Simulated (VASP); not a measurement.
# WS2 in VASP: a series of runs

Runs on WS2. Level: PBEsol. Tasks: single point.

Program: VASP 6.6.1. These are calculated values, not measurements. Logs are shortened: lines on timing, memory, paths and dates and some standing lists are left out, and cuts for length are marked.

**1. The cell of the first run**

The cell holds a slab with vacuum, 3 atoms: a = 3.184 Å, b = 3.184 Å, c = 16.951 Å, α = 90.00°, β = 90.00°, γ = 120.00°.

**2. Single point, PBEsol (atoms moved at random)**

The input, INCAR:

```
SYSTEM = WS2
  PREC = Accurate
  ENCUT = 500
  EDIFF = 1E-6
  ISMEAR = 0
  SIGMA = 0.05
  LREAL = .FALSE.
  LASPH = .TRUE.
  NELM = 120
  ALGO = Normal
  ISIF = 2
  LWAVE = .FALSE.
  LCHARG = .FALSE.
  GGA = PS
  NBANDS = 20
  GGA_COMPAT = .FALSE.
```

The input, KPOINTS:

```
regular mesh
0
G
  12 12 2
  0 0 0
```

The input, POSCAR:

```
WS2
1.0
    3.1835163552      0.0000000000      0.0000000000
   -1.5917581776      2.7570060369      0.0000000000
    0.0000000000      0.0000000000     16.9505778900
W S
1 2
Direct
    0.3354493170      0.6853474590      0.0162426518
    0.6641701002      0.3064275215      0.8946687952
    0.6670472495      0.3415583528      0.0890885530
```

Potentials or basis: VASP PAW PBE potentials, release 64 (W_sv, S).

Launch:

```console
$ cat potpaw_PBE.64/W_sv/POTCAR potpaw_PBE.64/S/POTCAR > POTCAR
$ mpirun -np 1 vasp_std > vasp.out
```

OUTCAR:

```text
SYSTEM = WS2
   PREC = Accurate
   ENCUT = 500
   EDIFF = 1E-6
   ISMEAR = 0
   LREAL = .FALSE.
   LASPH = .TRUE.
   NELM = 120
   ISIF = 2
   GGA = PS

 ion  position               nearest neighbor table
   1  0.335  0.685  0.016-   3 2.19   3 2.22   3 2.23   2 2.68   2 2.77   2 2.84
   2  0.664  0.306  0.895-   1 2.68   1 2.77   1 2.84
   3  0.667  0.342  0.089-   1 2.19   1 2.22   1 2.23

  LATTYP: Found a hexagonal cell.
 ALAT       =     3.1835163552
 C/A-ratio  =     5.3244827413

  Lattice vectors:

 A1 = (   3.1835163552,   0.0000000000,   0.0000000000)
 A2 = (  -1.5917581776,   2.7570060369,   0.0000000000)
 A3 = (   0.0000000000,   0.0000000000,  16.9505778900)

Analysis of symmetry for initial positions (statically):
=====================================================================
 Subroutine PRICEL returns:
 Original cell was already a primitive cell.

 Routine SETGRP: Setting up the symmetry group for a
 hexagonal supercell.

 Subroutine GETGRP returns: Found  1 space group operations
 (whereof  1 operations were pure point group operations)
 out of a pool of 24 trial point group operations.

The static configuration has the point symmetry C_1 .

Analysis of symmetry for dynamics (positions and initial velocities):
=====================================================================
 Subroutine PRICEL returns:
 Original cell was already a primitive cell.

 Routine SETGRP: Setting up the symmetry group for a
 hexagonal supercell.

 Subroutine GETGRP returns: Found  1 space group operations
 (whereof  1 operations were pure point group operations)
 out of a pool of 24 trial point group operations.

The dynamic configuration has the point symmetry C_1 .

 Subroutine INISYM returns: Found  1 space group operations
 (whereof  1 operations are pure point group operations),
 and found     1 'primitive' translations

----------------------------------------------------------------------------------------

                                     Primitive cell

  volume of cell :     148.7748

  direct lattice vectors                    reciprocal lattice vectors
     3.183516355  0.000000000  0.000000000     0.314118066  0.181356150  0.000000000
    -1.591758178  2.757006037  0.000000000     0.000000000  0.362712300  0.000000000
     0.000000000  0.000000000 16.950577890     0.000000000  0.000000000  0.058995039

  length of vectors
     3.183516355  3.183516355 16.950577890     0.362712300  0.362712300  0.058995039

  position of ions in fractional coordinates (direct lattice)
     0.335449317  0.685347459  0.016242652
     0.664170100  0.306427521  0.894668795
     0.667047250  0.341558353  0.089088553

  ion indices of the primitive-cell ions
   primitive index   ion index
                 1           1
                 2           2
                 3           3

----------------------------------------------------------------------------------------

 KPOINTS: regular mesh

Automatic generation of k-mesh.
 Grid dimensions read from file:
 generate k-points for:   12   12    2

 Generating k-lattice:

  Cartesian coordinates                     Fractional coordinates (reciprocal lattice)
     0.026176505  0.015113012  0.000000000     0.083333333 -0.000000000  0.000000000
     0.000000000  0.030226025  0.000000000     0.000000000  0.083333333  0.000000000
     0.000000000  0.000000000  0.029497519     0.000000000  0.000000000  0.500000000

  Length of vectors
     0.030226025  0.030226025  0.029497519

  Shift w.r.t. Gamma in fractional coordinates (k-lattice)
     0.000000000  0.000000000  0.000000000

 Subroutine IBZKPT returns following result:
 ===========================================

 Found    148 irreducible k-points:

 Following reciprocal coordinates:
            Coordinates               Weight
  0.000000  0.000000  0.000000      1.000000
  0.083333  0.000000  0.000000      2.000000
  0.000000  0.083333  0.000000      2.000000
 -0.083333  0.083333  0.000000      2.000000
  0.166667  0.000000  0.000000      2.000000
  0.000000  0.166667  0.000000      2.000000
[... 16 lines left out ...]
  0.166667  0.083333  0.000000      2.000000
 -0.083333  0.250000  0.000000      2.000000
 [... further k-points ...]
   k-points           NKPTS =    148   k-points in BZ     NKDIM =    148   number of bands    NBANDS=     20
   number of dos      NEDOS =    301   number of ions     NIONS =      3
   total plane-waves  NPLWV =  72576
   dimension x,y,z NGX =    24 NGY =   24 NGZ =  126
   dimension x,y,z NGXF=    48 NGYF=   48 NGZF=  252
   ions per type =               1   2
   NGX,Y,Z   is equivalent  to a cutoff of  12.53, 12.53, 12.36 a.u.
   NGXF,Y,Z  is equivalent  to a cutoff of  25.07, 25.07, 24.72 a.u.
 SYSTEM =  WS2
   PREC   = accura    normal or accurate (medium, high low for compatibility)
   ISTART =      0    job   : 0-new  1-cont  2-samecut
   ICHARG =      2    charge: 1-file 2-atom 10-const
   ISPIN  =      1    spin polarized calculation?
   LNONCOLLINEAR =      F non collinear calculations
   LSORBIT =      F    spin-orbit coupling
   LASPH  =      T    aspherical Exc in radial PAW
   ENCUT  =  500.0 eV  36.75 Ry    6.06 a.u.   5.80  5.80 30.90*2*pi/ulx,y,z
   NELM   =    120;   NELMIN=  2; NELMDL= -5     # of ELM steps
   EDIFF  = 0.1E-05   stopping-criterion for ELM
   LREAL  =      F    real-space projection
   EDIFFG = 0.1E-04   stopping-criterion for IOM
   NSW    =      0    number of steps for IOM
   IBRION =     -1    ionic relax: 0-MD 1-quasi-New 2-CG
   NFREE  =      0    steps in history (QN), initial steepest desc. (CG)
   ISIF   =      2    stress and relaxation
   ISYM   =      2    0-nonsym 1-usesym 2-fastsym
   POTIM  = 0.5000    time-step for ionic-motion
   TEBEG  =    0.0;   TEEND  =   0.0 temperature during run
   PSTRESS=    0.0 pullay stress
   NELECT =      26.0000    total number of electrons
   NUPDOWN=      -1.0000    fix difference up-down
   EMIN   =  10.00;   EMAX   =-10.00  energy-range for DOS
   EFERMI =   0.00;   METHOD = LEGACY
   ISMEAR =     0;   SIGMA  =   0.05  broadening in eV -4-tet -1-fermi 0-gaus
   EFERMI_NEDOS =   21; number of points for ismear=-14 and -15
   IALGO  =     38    algorithm
   IMIX   =      4    mixing-type and parameters
     AMIX     =   0.40;   BMIX     =  1.00
     AMIX_MAG =   1.60;   BMIX_MAG =  1.00
  volume/ion in A,a.u.               =      49.59       334.66
  Fermi-wavevector in a.u.,A,eV,Ry     =   0.915285  1.729637 11.398226  0.837746
  Thomas-Fermi vector in A             =   2.040009
   LORBIT       =      0    0 simple, 1 ext, 2 COOP (PROOUT), +10 PAW based schemes
   GGA     = PS    functional components
   LHFCALC =     F    Hartree Fock is set to
   AEXX    =    0.0000 exact exchange contribution
   IVDW    =     0    specifies the selected vdW correction
   LEPSILON=     F    determine dielectric tensor
   LRPA    =     F    only Hartree local field effects (RPA)
 non-spin polarized calculation
 Gauss-broadening in eV      SIGMA  =   0.05
  energy-cutoff  :      500.00
  volume of cell :      148.77
 maximum number of plane-waves:      3808
   NGX = 11   NGY = 11   NGZ = 61

 number of electron      26.0000000 magnetization

 Free energy of the ion-electron system (eV)
  ---------------------------------------------------
  ext. energy  EPLUGINS =         0.00000000
  ---------------------------------------------------
  free energy    TOTEN  =       -22.93158046 eV

  energy without entropy =      -22.93064194  energy(sigma->0) =      -22.93111120

 E-fermi :  -0.1841     XC(G=0):  -4.6370

 val. band max:       -0.2580086842   @ k =  -0.0833   0.0833   0.5000
 cond. band min:      -0.1498742339   @ k =   0.0000   0.0000   0.0000
 fundamental gap:      0.1081344503
 Fermi energy:        -0.1840954073

 k-point     1 :       0.0000    0.0000    0.0000
  band No.  band energies     occupation
      1     -75.1761      2.00000
      2     -39.5048      2.00000
      3     -39.3156      2.00000
      4     -39.2940      2.00000
      5     -16.1599      2.00000
      6     -13.9572      2.00000
[... 12 lines left out ...]
     19       4.1322      0.00000
     20       4.4534      0.00000

 k-point     2 :       0.0833    0.0000    0.0000
  band No.  band energies     occupation
      1     -75.1749      2.00000
      2     -39.5013      2.00000
      3     -39.3340      2.00000
      4     -39.3053      2.00000
      5     -16.0603      2.00000
      6     -13.8907      2.00000
[... 12 lines left out ...]
     19       4.3377      0.00000
     20       4.6514      0.00000

 k-point     3 :       0.0000    0.0833    0.0000
  band No.  band energies     occupation
      1     -75.1749      2.00000
      2     -39.5013      2.00000
      3     -39.3392      2.00000
      4     -39.3003      2.00000
      5     -16.0590      2.00000
      6     -13.8921      2.00000
[... 12 lines left out ...]
     19       4.3436      0.00000
     20       4.6496      0.00000

 k-point     4 :      -0.0833    0.0833    0.0000
  band No.  band energies     occupation
      1     -75.1749      2.00000
      2     -39.5014      2.00000
      3     -39.3250      2.00000
      4     -39.3140      2.00000
      5     -16.0614      2.00000
      6     -13.8896      2.00000
[... 12 lines left out ...]
     19       4.3326      0.00000
     20       4.6510      0.00000

 k-point     5 :       0.1667    0.0000    0.0000
  band No.  band energies     occupation
      1     -75.1717      2.00000
      2     -39.4925      2.00000
      3     -39.3952      2.00000
      4     -39.3238      2.00000
      5     -15.7851      2.00000
      6     -13.6961      2.00000
[... 12 lines left out ...]
     19       4.8616      0.00000
     20       5.1654      0.00000
[... 353 lines left out ...]
      6     -13.7605      2.00000
[... 12 lines left out ...]
     19       4.7096      0.00000
     20       4.9981      0.00000

 k-point    22 :      -0.1667    0.0833    0.0000
  band No.  band energies     occupation
      1     -75.1727      2.00000
      2     -39.4952      2.00000
      3     -39.3630      2.00000
      4     -39.3305      2.00000
      5     -15.8757      2.00000
      6     -13.7567      2.00000
[... 12 lines left out ...]
     19       4.6922      0.00000
     20       5.0087      0.00000

 k-point    23 :       0.1667    0.0833    0.0000
  band No.  band energies     occupation
      1     -75.1689      2.00000
      2     -39.4910      2.00000
      3     -39.4457      2.00000
      4     -39.3361      2.00000
      5     -15.5391      2.00000
      6     -13.5138      2.00000
[... 12 lines left out ...]
     19       5.2885      0.00000
     20       5.6086      0.00000

 k-point    24 :      -0.0833    0.2500    0.0000
  band No.  band energies     occupation
      1     -75.1689      2.00000
      2     -39.4929      2.00000
      3     -39.4419      2.00000
      4     -39.3382      2.00000
      5     -15.5388      2.00000
      6     -13.5132      2.00000
[... 12 lines left out ...]
     19       5.2738      0.00000
     20       5.6157      0.00000

 [... further k-points ...]

------------------------ aborting loop because EDIFF is reached ----------------------------------------

  FORCE on cell =-STRESS in cart. coord.  units (eV):
  Direction    XX          YY          ZZ          XY          YZ          ZX
  --------------------------------------------------------------------------------------
  -------------------------------------------------------------------------------------
  Total        2.2577948      2.6564535     -1.9090698      0.0535739      0.1676064     -0.0259492
  in kB       24.3145226     28.6077359    -20.5590514      0.5769449      1.8049783     -0.2794503
  external PRESSURE =      10.7877357 kB  Pullay stress =       0.0000000 kB

 VOLUME and BASIS-vectors are now :
 -----------------------------------------------------------------------------
  energy-cutoff  :      500.00
  volume of cell :      148.77
      direct lattice vectors                 reciprocal lattice vectors
     3.183516355  0.000000000  0.000000000     0.314118066  0.181356150  0.000000000
    -1.591758178  2.757006037  0.000000000     0.000000000  0.362712300  0.000000000
     0.000000000  0.000000000 16.950577890     0.000000000  0.000000000  0.058995039

 POSITION                                       TOTAL-FORCE (eV/Angst)
 -----------------------------------------------------------------------------------
     -0.02300      1.88951      0.27532         0.402918     -0.938206     -9.145325
      1.62664      0.84482     15.16515        -0.143078      0.300766      3.997419
      1.57988      0.94168      1.51010        -0.259839      0.637440      5.147906
 -----------------------------------------------------------------------------------
    total drift:                                0.000146     -0.000028      0.000209

  FREE ENERGIE OF THE ION-ELECTRON SYSTEM (eV)
  ---------------------------------------------------
  free  energy   TOTEN  =       -22.9315804617 eV

  energy  without entropy=      -22.9306419367  energy(sigma->0) =      -22.93111120
```

Wall time 8.8 min (1 thread of Oxide Virtual Turin-like, shared host); peak memory 0.48 GiB.

What came out:

```
Free energy            : -22.9316 eV
Largest force          : 9.202 eV/Å
Band gap on the k mesh : zero (filled and empty bands touch)
```

Forces on the atoms (eV/Å):
```
W    0.403 -0.938 -9.145
S   -0.143  0.301  3.997
S   -0.260  0.637  5.148
```

Caveat: the cell differs from its parent crystal (atoms moved at random); there is no dipole correction, which matters where the two faces differ; the PAW data sets were made with another functional, which shifts forces and pressure a little; spin-orbit coupling is left out, which moves the levels of the heavy elements.

**3. Single point, PBEsol (atoms moved at random)**

The input, INCAR:

```
  PREC = Accurate
  ENCUT = 500
  EDIFF = 1E-6
  ISMEAR = 0
  SIGMA = 0.05
  LREAL = F
  LASPH = T
  NELM = 120
  ALGO = Normal
  ISIF = 2
  LWAVE = F
  LCHARG = F
  GGA = PS
  NBANDS = 20
  GGA_COMPAT = F
```

The input, KPOINTS:

```
Automatic mesh
0
Gamma
  12 12 2
```

The input, POSCAR:

```
WS2
1.0
    3.1835163552      0.0000000000      0.0000000000
   -1.5917581776      2.7570060369      0.0000000000
    0.0000000000      0.0000000000     16.9505778900
W S
1 2
Direct
    0.3214175343      0.6787025047      0.0043436349
    0.6528713278      0.3200213257      0.9055371202
    0.6923778046      0.3346095029      0.0901192449
```

Potentials or basis: VASP PAW PBE potentials, release 64 (W_sv, S).

Launch:

```console
$ cat potpaw_PBE.64/W_sv/POTCAR potpaw_PBE.64/S/POTCAR > POTCAR
$ mpirun -np 1 vasp_std > vasp.out
```

Run time: 9.5 min. Hardware: 1 thread of Oxide Virtual Turin-like, shared host; peak memory 0.47 GiB.

The run converged. Its results:

```
Free energy            : -24.8892 eV
Largest force          : 4.314 eV/Å
Band gap on the k mesh : 1.59 eV (least direct gap 1.78 eV)
```

Forces on the atoms (eV/Å):
```
W    2.067 -0.825 -3.695
S   -0.327  0.597  1.662
S   -1.740  0.228  2.033
```

Levels at points of the mesh, in eV from the valence-band top:
```tsv
k point	band 9	band 10	band 11	band 12	band 13	band 14	band 15	band 16	band 17	band 18
(0.00, 0.00, 0.00)	-3.21	-2.35	-1.96	-1.19	0.00	2.12	2.45	3.07	3.56	4.92
(0.50, 0.00, 0.00)	-4.50	-3.51	-2.32	-1.58	-0.91	2.58	3.06	3.60	4.68	5.14
(0.00, 0.50, 0.00)	-4.57	-3.54	-2.38	-1.51	-0.85	2.59	3.07	3.68	4.79	5.02
(0.50, 0.50, 0.00)	-4.75	-3.89	-2.14	-1.36	-0.74	2.72	3.01	3.61	4.69	4.96
(0.00, 0.00, 0.50)	-3.21	-2.35	-1.96	-1.19	0.00	2.12	2.45	3.07	3.56	4.97
(0.50, 0.00, 0.50)	-4.50	-3.51	-2.32	-1.58	-0.91	2.58	3.06	3.60	4.68	5.14
(0.00, 0.50, 0.50)	-4.57	-3.54	-2.38	-1.51	-0.85	2.59	3.07	3.68	4.79	5.02
(0.50, 0.50, 0.50)	-4.75	-3.89	-2.14	-1.36	-0.74	2.72	3.01	3.61	4.69	4.96
```

Caveat: the cell differs from its parent crystal (atoms moved at random); there is no dipole correction, which matters where the two faces differ; the PAW data sets were made with another functional, which shifts forces and pressure a little; spin-orbit coupling is left out, which moves the levels of the heavy elements.

The gap in the log of VASP goes by the Fermi energy; the results here count the filled bands.